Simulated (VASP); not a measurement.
# CdSe (F-43m) in VASP: further runs

The runs below take CdSe through electric field gradients, density of states, with LDA.

All numbers are computed with VASP 6.6.1; they aren't measurements. Logs are shortened: lines on timing, memory, paths and dates and some standing lists are left out, and cuts for length are marked.

## 1. The cell of the first run

The structure is cubic, space group F-43m (No. 216). The conventional cell has a = 6.261 Å, b = 6.261 Å, c = 6.261 Å, α = 90.00°, β = 90.00°, γ = 90.00°. Within 3.6 Å of Cd (site symmetry -43m) lie 4 Se at 2.71 Å. Within 3.6 Å of Se (site symmetry -43m) lie 4 Cd at 2.71 Å.

## 2. Electric field gradients, LDA (volume scaled by 1.06)

INCAR reads:

```
PREC = Accurate
ENCUT = 520
EDIFF = 1E-8
ISMEAR = -1
SIGMA = 0.03
LREAL = False
LASPH = True
NELM = 100
ALGO = Normal
ISIF = 2
LWAVE = False
LCHARG = False
LEFG = True
NBANDS = 16
```

KPOINTS reads:

```
Automatic mesh
0
Gamma
  8 8 8
```

POSCAR reads:

```
CdSe
1.0
    0.0000000000      3.1304878824      3.1304878824
    3.1304878824      0.0000000000      3.1304878824
    3.1304878824      3.1304878824      0.0000000000
Cd Se
1 1
Direct
    0.0000000000      0.0000000000      0.0000000000
    0.2500000000      0.2500000000      0.2500000000
```

Potentials or basis: VASP PAW LDA potentials, release 64 (Cd, Se).

Started as:

```bash
$ cat potpaw_LDA.64/Cd/POTCAR potpaw_LDA.64/Se/POTCAR > POTCAR
$ mpirun -np 1 vasp_std > vasp.out
```

OUTCAR:

```text
PREC = Accurate
   ENCUT = 520
   EDIFF = 1E-8
   ISMEAR = -1
   LREAL = False
   LASPH = True
   NELM = 100
   ISIF = 2

 ion  position               nearest neighbor table
   1  0.000  0.000  0.000-   2 2.71   2 2.71   2 2.71   2 2.71
   2  0.250  0.250  0.250-   1 2.71   1 2.71   1 2.71   1 2.71

  LATTYP: Found a face centered cubic cell.
 ALAT       =     6.2609757648

  Lattice vectors:

 A1 = (   0.0000000000,   3.1304878824,   3.1304878824)
 A2 = (   3.1304878824,   0.0000000000,   3.1304878824)
 A3 = (   3.1304878824,   3.1304878824,   0.0000000000)

Analysis of symmetry for initial positions (statically):
=====================================================================
 Subroutine PRICEL returns:
 Original cell was already a primitive cell.

 Routine SETGRP: Setting up the symmetry group for a
 face centered cubic supercell.

 Subroutine GETGRP returns: Found 24 space group operations
 (whereof 24 operations were pure point group operations)
 out of a pool of 48 trial point group operations.

The static configuration has the point symmetry T_d .

Analysis of symmetry for dynamics (positions and initial velocities):
=====================================================================
 Subroutine PRICEL returns:
 Original cell was already a primitive cell.

 Routine SETGRP: Setting up the symmetry group for a
 face centered cubic supercell.

 Subroutine GETGRP returns: Found 24 space group operations
 (whereof 24 operations were pure point group operations)
 out of a pool of 48 trial point group operations.

The dynamic configuration has the point symmetry T_d .

 Subroutine INISYM returns: Found 24 space group operations
 (whereof 24 operations are pure point group operations),
 and found     1 'primitive' translations

----------------------------------------------------------------------------------------

                                     Primitive cell

  volume of cell :      61.3573

  direct lattice vectors                    reciprocal lattice vectors
     0.000000000  3.130487882  3.130487882    -0.159719513  0.159719513  0.159719513
     3.130487882  0.000000000  3.130487882     0.159719513 -0.159719513  0.159719513
     3.130487882  3.130487882  0.000000000     0.159719513  0.159719513 -0.159719513

  length of vectors
[... 114 lines left out ...]
  energy-cutoff  :      520.00
  volume of cell :       61.36
 maximum number of plane-waves:      1676
 NGX is ok and might be reduce to    36
   NGX = 17   NGY = 17   NGZ = 17

 number of electron      18.0000001 magnetization

 Free energy of the ion-electron system (eV)
  ---------------------------------------------------
  ext. energy  EPLUGINS =         0.00000000
  ---------------------------------------------------
  free energy    TOTEN  =        -6.64378359 eV

  energy without entropy =       -6.64370178  energy(sigma->0) =       -6.64374268

 E-fermi :   0.2553     XC(G=0):  -8.9131

 val. band max:        0.1420565847   @ k =   0.0000   0.0000   0.0000
 cond. band min:       0.3290656434   @ k =   0.0000   0.0000   0.0000
 fundamental gap:      0.1870090587
 Fermi energy:         0.2553366351

 k-point     1 :       0.0000    0.0000    0.0000
  band No.  band energies     occupation
      1     -12.0554      2.00000
      2      -7.5466      2.00000
      3      -7.5466      2.00000
      4      -7.5466      2.00000
      5      -7.2529      2.00000
      6      -7.2529      2.00000
[... 433 lines left out ...]
      3      -7.4243      2.00000
      4      -7.2677      2.00000
      5      -7.2398      2.00000
      6      -6.9532      2.00000
[... 8 lines left out ...]
     15      11.3936      0.00000
     16      12.2863      0.00000

 [... further k-points ...]
[... 5 lines left out ...]
  --------------------------------------------------------------------------------------
  -------------------------------------------------------------------------------------
  Total       -1.9461332     -1.9461332     -1.9461332     -0.0000000      0.0000000      0.0000000
  in kB      -50.8179424    -50.8179424    -50.8179424     -0.0000000      0.0000000      0.0000000
  external PRESSURE =     -50.8179424 kB  Pullay stress =       0.0000000 kB

 VOLUME and BASIS-vectors are now :
 -----------------------------------------------------------------------------
  energy-cutoff  :      520.00
  volume of cell :       61.36
      direct lattice vectors                 reciprocal lattice vectors
     0.000000000  3.130487882  3.130487882    -0.159719513  0.159719513  0.159719513
     3.130487882  0.000000000  3.130487882     0.159719513 -0.159719513  0.159719513
     3.130487882  3.130487882  0.000000000     0.159719513  0.159719513 -0.159719513

 POSITION                                       TOTAL-FORCE (eV/Angst)
 -----------------------------------------------------------------------------------
      0.00000      0.00000      0.00000        -0.000000     -0.000000     -0.000000
      1.56524      1.56524      1.56524         0.000000      0.000000      0.000000
 -----------------------------------------------------------------------------------
    total drift:                                0.000000      0.000000      0.000000

  FREE ENERGIE OF THE ION-ELECTRON SYSTEM (eV)
  ---------------------------------------------------
  free  energy   TOTEN  =        -6.6437835854 eV

  energy  without entropy=       -6.6437017773  energy(sigma->0) =       -6.64374268

 Electric field gradients (V/A^2)
---------------------------------------------------------------------
 ion       V_xx      V_yy      V_zz      V_xy      V_xz      V_yz
---------------------------------------------------------------------
   1      -0.000     0.000    -0.000    -0.001    -0.001    -0.001
   2      -0.000     0.000    -0.000    -0.000    -0.000    -0.000
---------------------------------------------------------------------

 Electric field gradients after diagonalization (V/A^2)
 (convention: |V_zz| > |V_xx| > |V_yy|)
----------------------------------------------------------------------
 ion       V_xx      V_yy      V_zz     asymmetry (V_yy - V_xx)/ V_zz
----------------------------------------------------------------------
   1       0.001     0.001    -0.003       0.000
   2       0.000     0.000    -0.001       0.000
----------------------------------------------------------------------

           NMR quadrupolar parameters

 Cq : quadrupolar parameter    Cq=e*Q*V_zz/h
 eta: asymmetry parameters     (V_yy - V_xx)/ V_zz
 Q  : nuclear electric quadrupole moment in mb (millibarn)
----------------------------------------------------------------------
 ion       Cq(MHz)       eta       Q (mb)
----------------------------------------------------------------------
   1      -0.000       0.000       1.000
   2      -0.000       0.000       1.000
----------------------------------------------------------------------
```

It took 23 s on 1 thread of Intel Xeon Platinum 8488C (Sapphire Rapids), shared host; peak memory 0.18 GiB.

What came out:

- Free energy: -6.6438 eV
- Pressure: -5.1 GPa
- Band gap on the k mesh: 0.19 eV, direct

Caveat: without QUAD_EFG the Cq values of the log hold for a quadrupole moment of 1 mb, not for the nuclei.

## 3. Electric field gradients, LDA (volume scaled by 1.06)

INCAR reads:

```
SYSTEM = CdSe
PREC     = Accurate       ! precision mode
ENCUT    = 520            ! plane-wave cutoff, eV
EDIFF    = 1E-8           ! SCF threshold, eV
ISMEAR   = -1             ! smearing method
SIGMA    = 0.03           ! smearing width, eV
LREAL    = .False.        ! projectors in reciprocal space
LASPH    = .True.         ! aspherical terms in the spheres
NELM     = 100            ! most SCF steps
ALGO     = Normal         ! electronic algorithm
ISIF     = 2              ! what is computed and relaxed
LWAVE    = .False.        ! write WAVECAR
LCHARG   = .False.        ! write CHGCAR
GGA      = CA             ! functional
LEFG     = .True.       
NBANDS   = 16             ! bands
```

KPOINTS reads:

```
regular mesh
0
Gamma
  8 8 8
  0 0 0
```

POSCAR is that of step 2.

Potentials or basis: VASP PAW LDA potentials, release 64 (Cd, Se).

Started as:

```bash
$ cat potpaw_LDA.64/Cd/POTCAR potpaw_LDA.64/Se/POTCAR > POTCAR
$ mpirun -np 1 vasp_std > vasp.out
```

OUTCAR:

```text
SYSTEM = CdSe
   PREC = Accurate
   ENCUT = 520
   EDIFF = 1E-8
   ISMEAR = -1
   LREAL = .False.
   LASPH = .True.
   NELM = 100
   ISIF = 2
   GGA = CA

 ion  position               nearest neighbor table
   1  0.000  0.000  0.000-   2 2.71   2 2.71   2 2.71   2 2.71
   2  0.250  0.250  0.250-   1 2.71   1 2.71   1 2.71   1 2.71

  LATTYP: Found a face centered cubic cell.
 ALAT       =     6.2609757648

  Lattice vectors:

 A1 = (   0.0000000000,   3.1304878824,   3.1304878824)
 A2 = (   3.1304878824,   0.0000000000,   3.1304878824)
 A3 = (   3.1304878824,   3.1304878824,   0.0000000000)

Analysis of symmetry for initial positions (statically):
=====================================================================
 Subroutine PRICEL returns:
 Original cell was already a primitive cell.

 Routine SETGRP: Setting up the symmetry group for a
 face centered cubic supercell.

 Subroutine GETGRP returns: Found 24 space group operations
[... 643 lines left out ...]
  volume of cell :       61.36
      direct lattice vectors                 reciprocal lattice vectors
     0.000000000  3.130487882  3.130487882    -0.159719513  0.159719513  0.159719513
     3.130487882  0.000000000  3.130487882     0.159719513 -0.159719513  0.159719513
     3.130487882  3.130487882  0.000000000     0.159719513  0.159719513 -0.159719513

 POSITION                                       TOTAL-FORCE (eV/Angst)
 -----------------------------------------------------------------------------------
      0.00000      0.00000      0.00000        -0.000000     -0.000000     -0.000000
      1.56524      1.56524      1.56524         0.000000      0.000000      0.000000
 -----------------------------------------------------------------------------------
    total drift:                                0.000000      0.000000      0.000000

  FREE ENERGIE OF THE ION-ELECTRON SYSTEM (eV)
  ---------------------------------------------------
  free  energy   TOTEN  =        -6.6437835854 eV

  energy  without entropy=       -6.6437017773  energy(sigma->0) =       -6.64374268

 Electric field gradients (V/A^2)
---------------------------------------------------------------------
 ion       V_xx      V_yy      V_zz      V_xy      V_xz      V_yz
---------------------------------------------------------------------
   1      -0.000     0.000    -0.000    -0.001    -0.001    -0.001
   2      -0.000     0.000    -0.000    -0.000    -0.000    -0.000
---------------------------------------------------------------------

 Electric field gradients after diagonalization (V/A^2)
 (convention: |V_zz| > |V_xx| > |V_yy|)
----------------------------------------------------------------------
 ion       V_xx      V_yy      V_zz     asymmetry (V_yy - V_xx)/ V_zz
----------------------------------------------------------------------
   1       0.001     0.001    -0.003       0.000
   2       0.000     0.000    -0.001       0.000
----------------------------------------------------------------------

           NMR quadrupolar parameters

 Cq : quadrupolar parameter    Cq=e*Q*V_zz/h
 eta: asymmetry parameters     (V_yy - V_xx)/ V_zz
 Q  : nuclear electric quadrupole moment in mb (millibarn)
----------------------------------------------------------------------
 ion       Cq(MHz)       eta       Q (mb)
----------------------------------------------------------------------
   1      -0.000       0.000       1.000
   2      -0.000       0.000       1.000
----------------------------------------------------------------------
```

It took 26 s on 1 thread of Intel Xeon Platinum 8488C (Sapphire Rapids), shared host; peak memory 0.18 GiB.

Results:

- Free energy: -6.6438 eV
- Pressure: -5.1 GPa
- Band gap on the k mesh: 0.19 eV, direct

Levels at points of the mesh, in eV from the valence-band top:
```
           k point  band 6  band 7  band 8  band 9  band 10  band 11  band 12  band 13
(0.00, 0.00, 0.00)   -7.40    0.00    0.00    0.00     0.19     5.78     5.78     5.78
(0.50, 0.00, 0.00)   -7.16   -4.00   -0.65   -0.65     2.08     6.28     6.28     6.93
(0.50, 0.50, 0.00)   -7.11   -3.79   -1.61   -1.61     3.08     3.50     8.49     9.51
```

Caveat: without QUAD_EFG the Cq values of the log hold for a quadrupole moment of 1 mb, not for the nuclei.

(Continued in part 2 of 2.)
